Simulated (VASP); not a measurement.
# Si3GeO8 (P-4m2) in VASP: single point with PBE

Aim: the single point of Si3GeO8 with PBE.

Everything below comes from runs of VASP 6.6.1. Logs are shortened: lines on timing, memory, paths and dates and some standing lists are left out, and cuts for length are marked.

## Step 1: The cell of the first run

It takes space group P-4m2 (No. 115, tetragonal). The conventional cell has a = 5.361 Å, b = 5.361 Å, c = 7.618 Å, α = 90.00°, β = 90.00°, γ = 90.00°. Si (site symmetry -4m2) has 4 O at 1.62 Å within 2.2 Å. Within 2.1 Å of Si (site symmetry 2mm) lie 4 O at 1.61 to 1.62 Å. Within 2.3 Å of Ge (site symmetry -4m2) lie 4 O at 1.72 Å. Within 2.2 Å of O (site symmetry m) lie 2 Si at 1.62 Å. O (site symmetry m) has 1 Si at 1.61 Å and 1 Ge at 1.72 Å within 2.1 Å.

## Step 2: Single point, PBE

Contents of INCAR:

```
ALGO = Normal
EDIFF = 1E-6
ENCUT = 1340
GGA = PE
GGA_COMPAT = False
ISIF = 2
ISMEAR = 0
LASPH = True
LCHARG = True
LELF = True
LREAL = False
LVHAR = True
LWAVE = False
NBANDS = 49
NELM = 120
PREC = Accurate
SIGMA = 0.02
```

Contents of KPOINTS:

```
k-points
0
Gamma
  4 4 4
```

Contents of POSCAR:

```
Si3GeO8
1.0
    5.3609461597      0.0000000000      0.0000000000
    0.0000000000      5.3609461597      0.0000000000
    0.0000000000      0.0000000000      7.6175510955
Si Ge O
3 1 8
Direct
    0.0000000000      0.0000000000      0.0000000000
    0.5000000000      0.0000000000      0.2395309733
    0.0000000000      0.5000000000      0.7604690267
    0.5000000000      0.5000000000      0.5000000000
    0.7494637540      0.0000000000      0.1192173144
    0.2432521797      0.5000000000      0.6363604312
    0.5000000000      0.2432521797      0.3636395688
    0.0000000000      0.7494637540      0.8807826856
    0.5000000000      0.7567478203      0.3636395688
    0.0000000000      0.2505362460      0.8807826856
    0.2505362460      0.0000000000      0.1192173144
    0.7567478203      0.5000000000      0.6363604312
```

Potentials or basis: VASP PAW PBE potentials, release 64 (Si, Ge_d, O_h).

On the command line:

```
cat potpaw_PBE.64/Si/POTCAR potpaw_PBE.64/Ge_d/POTCAR potpaw_PBE.64/O_h/POTCAR > POTCAR
mpirun -np 1 vasp_std > vasp.out
```

OUTCAR:

```text
EDIFF = 1E-6
   ENCUT = 1340
   GGA = PE
   ISIF = 2
   ISMEAR = 0
   LASPH = True
   LREAL = False
   NELM = 120
   PREC = Accurate

 ion  position               nearest neighbor table
   1  0.000  0.000  0.000-   5 1.62   8 1.62  10 1.62  11 1.62
   2  0.500  0.000  0.240-   7 1.61   9 1.61   5 1.62  11 1.62
   3  0.000  0.500  0.760-   6 1.61  12 1.61  10 1.62   8 1.62
   4  0.500  0.500  0.500-   6 1.72   7 1.72   9 1.72  12 1.72
   5  0.749  0.000  0.119-   2 1.62   1 1.62
   6  0.243  0.500  0.636-   3 1.61   4 1.72
   7  0.500  0.243  0.364-   2 1.61   4 1.72
   8  0.000  0.749  0.881-   3 1.62   1 1.62
   9  0.500  0.757  0.364-   2 1.61   4 1.72
  10  0.000  0.251  0.881-   3 1.62   1 1.62
  11  0.251  0.000  0.119-   2 1.62   1 1.62
  12  0.757  0.500  0.636-   3 1.61   4 1.72

  LATTYP: Found a simple tetragonal cell.
 ALAT       =     5.3609461597
 C/A-ratio  =     1.4209340793

  Lattice vectors:

 A1 = (   5.3609461597,   0.0000000000,   0.0000000000)
 A2 = (   0.0000000000,   5.3609461597,   0.0000000000)
 A3 = (   0.0000000000,   0.0000000000,   7.6175510955)

Analysis of symmetry for initial positions (statically):
=====================================================================
 Subroutine PRICEL returns:
 Original cell was already a primitive cell.

 Routine SETGRP: Setting up the symmetry group for a
 simple tetragonal supercell.

 Subroutine GETGRP returns: Found  8 space group operations
 (whereof  8 operations were pure point group operations)
 out of a pool of 16 trial point group operations.

The static configuration has the point symmetry D_2d.

Analysis of symmetry for dynamics (positions and initial velocities):
=====================================================================
 Subroutine PRICEL returns:
 Original cell was already a primitive cell.

 Routine SETGRP: Setting up the symmetry group for a
 simple tetragonal supercell.

 Subroutine GETGRP returns: Found  8 space group operations
 (whereof  8 operations were pure point group operations)
 out of a pool of 16 trial point group operations.

The dynamic configuration has the point symmetry D_2d.

 Subroutine INISYM returns: Found  8 space group operations
 (whereof  8 operations are pure point group operations),
 and found     1 'primitive' translations

----------------------------------------------------------------------------------------

                                     Primitive cell

  volume of cell :     218.9265

  direct lattice vectors                    reciprocal lattice vectors
     5.360946160  0.000000000  0.000000000     0.186534237  0.000000000  0.000000000
     0.000000000  5.360946160  0.000000000     0.000000000  0.186534237  0.000000000
     0.000000000  0.000000000  7.617551095     0.000000000  0.000000000  0.131275785

  length of vectors
     5.360946160  5.360946160  7.617551095     0.186534237  0.186534237  0.131275785

  position of ions in fractional coordinates (direct lattice)
     0.000000000  0.000000000  0.000000000
     0.500000000  0.000000000  0.239530973
     0.000000000  0.500000000  0.760469027
     0.500000000  0.500000000  0.500000000
     0.749463754  0.000000000  0.119217314
     0.243252180  0.500000000  0.636360431
     0.500000000  0.243252180  0.363639569
     0.000000000  0.749463754  0.880782686
     0.500000000  0.756747820  0.363639569
     0.000000000  0.250536246  0.880782686
     0.250536246  0.000000000  0.119217314
     0.756747820  0.500000000  0.636360431

  ion indices of the primitive-cell ions
   primitive index   ion index
                 1           1
                 2           2
                 3           3
                 4           4
                 5           5
                 6           6
                 7           7
                 8           8
                 9           9
                10          10
                11          11
                12          12

----------------------------------------------------------------------------------------

 KPOINTS: k-points

Automatic generation of k-mesh.
 Grid dimensions read from file:
 generate k-points for:    4    4    4

 Generating k-lattice:

  Cartesian coordinates                     Fractional coordinates (reciprocal lattice)
     0.046633559  0.000000000  0.000000000     0.250000000  0.000000000  0.000000000
     0.000000000  0.046633559  0.000000000     0.000000000  0.250000000  0.000000000
     0.000000000  0.000000000  0.032818946     0.000000000  0.000000000  0.250000000

  Length of vectors
     0.046633559  0.046633559  0.032818946

  Shift w.r.t. Gamma in fractional coordinates (k-lattice)
     0.000000000  0.000000000  0.000000000

 Subroutine IBZKPT returns following result:
 ===========================================

 Found     18 irreducible k-points:

 Following reciprocal coordinates:
            Coordinates               Weight
  0.000000  0.000000  0.000000      1.000000
  0.250000  0.000000  0.000000      4.000000
  0.500000  0.000000  0.000000      2.000000
  0.250000  0.250000  0.000000      4.000000
  0.500000  0.250000  0.000000      4.000000
  0.500000  0.500000  0.000000      1.000000
[... 10 lines left out ...]
  0.500000  0.250000  0.500000      4.000000
  0.500000  0.500000  0.500000      1.000000
   k-points           NKPTS =     18   k-points in BZ     NKDIM =     18   number of bands    NBANDS=     49
   number of dos      NEDOS =    301   number of ions     NIONS =     12
   total plane-waves  NPLWV = 393216
   dimension x,y,z NGX =    64 NGY =   64 NGZ =   96
   dimension x,y,z NGXF=   128 NGYF=  128 NGZF=  192
   ions per type =               3   1   8
   NGX,Y,Z   is equivalent  to a cutoff of  19.85, 19.85, 20.95 a.u.
   NGXF,Y,Z  is equivalent  to a cutoff of  39.69, 39.69, 41.90 a.u.
 SYSTEM =  unknown system
   PREC   = accura    normal or accurate (medium, high low for compatibility)
   ISTART =      0    job   : 0-new  1-cont  2-samecut
   ICHARG =      2    charge: 1-file 2-atom 10-const
   ISPIN  =      1    spin polarized calculation?
   LNONCOLLINEAR =      F non collinear calculations
   LSORBIT =      F    spin-orbit coupling
   LASPH  =      T    aspherical Exc in radial PAW
   ENCUT  = 1340.0 eV  98.49 Ry    9.92 a.u.  16.00 16.00 22.74*2*pi/ulx,y,z
   NELM   =    120;   NELMIN=  2; NELMDL= -5     # of ELM steps
   EDIFF  = 0.1E-05   stopping-criterion for ELM
   LREAL  =      F    real-space projection
   EDIFFG = 0.1E-04   stopping-criterion for IOM
   NSW    =      0    number of steps for IOM
   IBRION =     -1    ionic relax: 0-MD 1-quasi-New 2-CG
   NFREE  =      0    steps in history (QN), initial steepest desc. (CG)
   ISIF   =      2    stress and relaxation
   ISYM   =      2    0-nonsym 1-usesym 2-fastsym
   POTIM  = 0.5000    time-step for ionic-motion
   TEBEG  =    0.0;   TEEND  =   0.0 temperature during run
   PSTRESS=    0.0 pullay stress
   NELECT =      74.0000    total number of electrons
   NUPDOWN=      -1.0000    fix difference up-down
   EMIN   =  10.00;   EMAX   =-10.00  energy-range for DOS
   EFERMI =   0.00;   METHOD = LEGACY
   ISMEAR =     0;   SIGMA  =   0.02  broadening in eV -4-tet -1-fermi 0-gaus
   EFERMI_NEDOS =   21; number of points for ismear=-14 and -15
   IALGO  =     38    algorithm
   IMIX   =      4    mixing-type and parameters
     AMIX     =   0.40;   BMIX     =  1.00
     AMIX_MAG =   1.60;   BMIX_MAG =  1.00
  volume/ion in A,a.u.               =      18.24       123.12
  Fermi-wavevector in a.u.,A,eV,Ry     =   1.140388  2.155021 17.694171  1.300485
  Thomas-Fermi vector in A             =   2.277090
   LORBIT       =      0    0 simple, 1 ext, 2 COOP (PROOUT), +10 PAW based schemes
   GGA     = PE    functional components
   LHFCALC =     F    Hartree Fock is set to
   AEXX    =    0.0000 exact exchange contribution
   IVDW    =     0    specifies the selected vdW correction
   LEPSILON=     F    determine dielectric tensor
   LRPA    =     F    only Hartree local field effects (RPA)
 non-spin polarized calculation
 Gauss-broadening in eV      SIGMA  =   0.02
  energy-cutoff  :     1340.00
  volume of cell :      218.93
 maximum number of plane-waves:     24460
   NGX = 33   NGY = 33   NGZ = 45

 number of electron      73.9999998 magnetization

 Free energy of the ion-electron system (eV)
  ---------------------------------------------------
  ext. energy  EPLUGINS =         0.00000000
  ---------------------------------------------------
  free energy    TOTEN  =       -90.07293707 eV

  energy without entropy =      -90.07293707  energy(sigma->0) =      -90.07293707

 E-fermi :  -0.8885     XC(G=0):  -7.3425

 val. band max:       -1.0022252813   @ k =   0.5000   0.0000   0.5000
 cond. band min:       3.6098705265   @ k =   0.0000   0.0000   0.0000
 fundamental gap:      4.6120958078
 Fermi energy:        -0.8884612626

 k-point     1 :       0.0000    0.0000    0.0000
  band No.  band energies     occupation
      1     -24.6103      2.00000
      2     -24.6103      2.00000
      3     -24.6026      2.00000
      4     -24.3226      2.00000
      5     -24.2969      2.00000
      6     -20.1890      2.00000
[... 41 lines left out ...]
     48       9.5620      0.00000
     49      10.0877      0.00000

 k-point     2 :       0.2500    0.0000    0.0000
  band No.  band energies     occupation
      1     -24.6132      2.00000
      2     -24.6103      2.00000
      3     -24.6009      2.00000
      4     -24.3227      2.00000
      5     -24.2969      2.00000
      6     -20.0747      2.00000
[... 824 lines left out ...]
 k-point    18 :       0.5000    0.5000    0.5000
  band No.  band energies     occupation
      1     -24.6154      2.00000
      2     -24.6154      2.00000
      3     -24.5968      2.00000
      4     -24.3227      2.00000
      5     -24.2968      2.00000
      6     -19.4380      2.00000
[... 41 lines left out ...]
     48      10.0572      0.00000
     49      10.0607      0.00000

------------------------ aborting loop because EDIFF is reached ----------------------------------------

  FORCE on cell =-STRESS in cart. coord.  units (eV):
  Direction    XX          YY          ZZ          XY          YZ          ZX
  --------------------------------------------------------------------------------------
  -------------------------------------------------------------------------------------
  Total       -0.4589081     -0.4589081     -0.4703375      0.0000000      0.0000000      0.0000000
  in kB       -3.3584434     -3.3584434     -3.4420876      0.0000000      0.0000000      0.0000000
  external PRESSURE =      -3.3863248 kB  Pullay stress =       0.0000000 kB

 VOLUME and BASIS-vectors are now :
 -----------------------------------------------------------------------------
  energy-cutoff  :     1340.00
  volume of cell :      218.93
      direct lattice vectors                 reciprocal lattice vectors
     5.360946160  0.000000000  0.000000000     0.186534237  0.000000000  0.000000000
     0.000000000  5.360946160  0.000000000     0.000000000  0.186534237  0.000000000
     0.000000000  0.000000000  7.617551095     0.000000000  0.000000000  0.131275785

 POSITION                                       TOTAL-FORCE (eV/Angst)
 -----------------------------------------------------------------------------------
      0.00000      0.00000      0.00000        -0.000000     -0.000000     -0.000000
      2.68047      0.00000      1.82464         0.000000     -0.000000     -0.004352
      0.00000      2.68047      5.79291         0.000000     -0.000000      0.004352
      2.68047      2.68047      3.80878         0.000000     -0.000000     -0.000000
      4.01783      0.00000      0.90814         0.000033     -0.000000      0.001866
      1.30406      2.68047      4.84751         0.076697     -0.000000     -0.058084
      2.68047      1.30406      2.77004         0.000000      0.076697      0.058084
      0.00000      4.01783      6.70941        -0.000000      0.000033     -0.001866
      2.68047      4.05688      2.77004        -0.000000     -0.076697      0.058084
      0.00000      1.34311      6.70941         0.000000     -0.000033     -0.001866
      1.34311      0.00000      0.90814        -0.000033     -0.000000      0.001866
      4.05688      2.68047      4.84751        -0.076697     -0.000000     -0.058084
 -----------------------------------------------------------------------------------
    total drift:                               -0.000000     -0.000000      0.000000

  FREE ENERGIE OF THE ION-ELECTRON SYSTEM (eV)
  ---------------------------------------------------
  free  energy   TOTEN  =       -90.0729370655 eV

  energy  without entropy=      -90.0729370655  energy(sigma->0) =      -90.07293707
```

Run time: 13 min. Hardware: 1 thread of Intel Xeon Platinum 8488C (Sapphire Rapids), shared host; peak memory 1.2 GiB.

Results:

```
Free energy            : -90.0729 eV
Pressure               : -0.3 GPa
Largest force          : 0.096 eV/Å
Band gap on the k mesh : 4.61 eV (least direct gap 4.63 eV)
```

Forces on the atoms (eV/Å):
```
Si   0.000  0.000  0.000
Si   0.000  0.000 -0.004
Si   0.000  0.000  0.004
Ge   0.000  0.000  0.000
O    0.000  0.000  0.002
O    0.077  0.000 -0.058
O    0.000  0.077  0.058
O    0.000  0.000 -0.002
O    0.000 -0.077  0.058
O    0.000  0.000 -0.002
O    0.000  0.000  0.002
O   -0.077  0.000 -0.058
```

Levels at points of the mesh, in eV from the valence-band top:
| k point | band 35 | band 36 | band 37 | band 38 | band 39 | band 40 |
| --- | --- | --- | --- | --- | --- | --- |
| (0.00, 0.00, 0.00) | -0.02 | -0.02 | -0.02 | 4.61 | 6.86 | 7.92 |
| (0.50, 0.00, 0.00) | -0.62 | -0.20 | -0.19 | 5.79 | 6.99 | 7.94 |
| (0.50, 0.50, 0.00) | -0.56 | -0.56 | -0.43 | 6.48 | 7.85 | 7.85 |
| (0.00, 0.00, 0.50) | -0.28 | -0.26 | -0.26 | 5.21 | 6.27 | 7.54 |
| (0.50, 0.00, 0.50) | -0.71 | -0.04 | 0.00 | 5.67 | 7.15 | 7.88 |
| (0.50, 0.50, 0.50) | -0.72 | -0.72 | -0.55 | 6.59 | 8.28 | 8.28 |
